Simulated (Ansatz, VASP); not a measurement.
## OsAu2: VASP beside Ansatz

The input INCAR:

```
  ALGO = Fast
  EDIFF = 1E-6
  EDIFFG = -0.04
  ENCUT = 600
  GGA = PE
  IBRION = 2
  ISIF = 3
  ISMEAR = 0
  LASPH = T
  LCHARG = F
  LREAL = F
  LWAVE = F
  NELM = 100
  NSW = 90
  PREC = Accurate
  SIGMA = 0.1
```

The input KPOINTS:

```
k-points
0
Gamma
  6 6 6
```

POSCAR

```
OsAu2
1.0
    4.7154402758      0.0000000000      0.0000000000
   -2.3577201379      4.0836910689      0.0000000000
    0.0000000000      0.0000000000      2.6292131760
Os Au
1 2
Direct
    0.0000000000      0.0000000000      0.0000000000
    0.3333333333      0.6666666667      0.5000000000
    0.6666666667      0.3333333333      0.5000000000
```

Input for Ansatz:

```yaml
crystal:
  lattice:
    - [4.7154402758, 0.0, 0.0]
    - [-2.3577201379, 4.0836910689, 0.0]
    - [0.0, 0.0, 2.629213176]
  atoms:
    - { symbol: Os, position: [0.0, 0.0, 0.0] }
    - { symbol: Au, position: [0.3333333333, 0.6666666667, 0.5] }
    - { symbol: Au, position: [0.6666666667, 0.3333333333, 0.5] }
basis:
  ecutwfc: 420
kpoints:
  mp_grid: { grid: [6, 6, 6] }
hamiltonian:
  xc: pbe
scf:
  occupations: { method: gaussian, width: 0.1 }
  lower_state_search: "off"
output:
  forces: true
  stress: true
  eigenvalues: true
relax:
  adjacent_minimum: "off"
  f_tol: 0.04
  max_steps: 70
  cell: { stress_tol: 0.4 }
```

Alike in both runs: task relaxation of cell and atoms; functional PBE; k mesh 6 × 6 × 6; occupations gaussian, width 0.1 eV; no spin polarisation.

|  | VASP | Ansatz |
| --- | --- | --- |
| version | VASP 6.6.1 | Ansatz 0.2.0 |
| potentials or method | VASP PAW PBE potentials, release 64 (Os, Au), cutoff 600 eV | scalar-relativistic, plane waves, PAW |
| valence electrons in the cell | 30 | 54 |

Ansatz gave:

| Property | Result |
| --- | --- |
| gap on the k mesh at the Fermi level, each at its own relaxed structure (eV) | none |
| relaxed volume (Å³/atom) | 16.89 |
| relaxed cell length with the largest relative difference (Å) | 4.676 |

**Question.** Estimate VASP's values.

**Answer.** gap on the k mesh at the Fermi level, each at its own relaxed structure (eV): none; relaxed volume (Å³/atom): 16.89; relaxed cell length with the largest relative difference (Å): 4.675.

A gap of «none» marks a metal or a gap that the smearing closes. VASP's potentials hold 30 valence electrons a cell and Ansatz's 54, so a difference there can come from the potentials and not from the codes.

The k mesh is coarse, so the values compare programs but aren't converged. Neither program's run includes spin-orbit coupling.
